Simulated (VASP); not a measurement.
Here is a VASP 6.6.1 calculation.

INCAR

```
SYSTEM = TiS2
PREC     = Accurate       ! precision mode
ENCUT    = 500            ! plane-wave cutoff, eV
EDIFF    = 1E-6           ! SCF threshold, eV
ISMEAR   = 0              ! smearing method
SIGMA    = 0.01           ! smearing width, eV
LREAL    = .FALSE.        ! projectors in reciprocal space
LASPH    = .TRUE.         ! aspherical terms in the spheres
NELM     = 200            ! most SCF steps
ALGO     = Normal         ! electronic algorithm
ISIF     = 2              ! what is computed and relaxed
LWAVE    = .FALSE.        ! write WAVECAR
LCHARG   = .TRUE.         ! write CHGCAR
LMAXMIX  = 4              ! l up to which the mixer works
LDAU     = .TRUE.         ! DFT+U
LDAUTYPE = 2            
LDAUL    = 2 -1           ! shell
LDAUU    = 4 0            ! U, eV
LDAUJ    = 0 0          
LDAUPRINT= 1            
GGA      = PE             ! functional
LELF     = .TRUE.         ! ELF
LVHAR    = .TRUE.       
NBANDS   = 19             ! bands
GGA_COMPAT= .FALSE.
```

The input KPOINTS:

```
Automatic mesh
0
G
  12 12 4
  0 0 0
```

The input POSCAR:

```
TiS2
1.0
    3.4120000000      0.0000000000      0.0000000000
   -1.7060000000      2.9548786777      0.0000000000
    0.0000000000      0.0000000000      5.6950000000
Ti S
1 2
Direct
    0.0000000000      0.0000000000      0.0000000000
    0.3333333333      0.6666666667      0.2500000000
    0.6666666667      0.3333333333      0.7500000000
```

Potentials or basis: VASP PAW PBE potentials, release 64 (Ti_sv, S).

Command:

```bash
$ cat potpaw_PBE.64/Ti_sv/POTCAR potpaw_PBE.64/S/POTCAR > POTCAR
$ mpirun -np 1 vasp_std > vasp.out
```

(1) What does it give for the band gap on the k mesh?

(2) Predict the pressure.

(3) What does it give for the largest force?

Results:

(1) 0.30 eV (least direct gap 0.89 eV).

(2) 4.2 GPa.

(3) 0.108 eV/Å.

Caveat: the cell stands under pressure; semilocal functionals underestimate gaps, and a narrow one can read as zero.
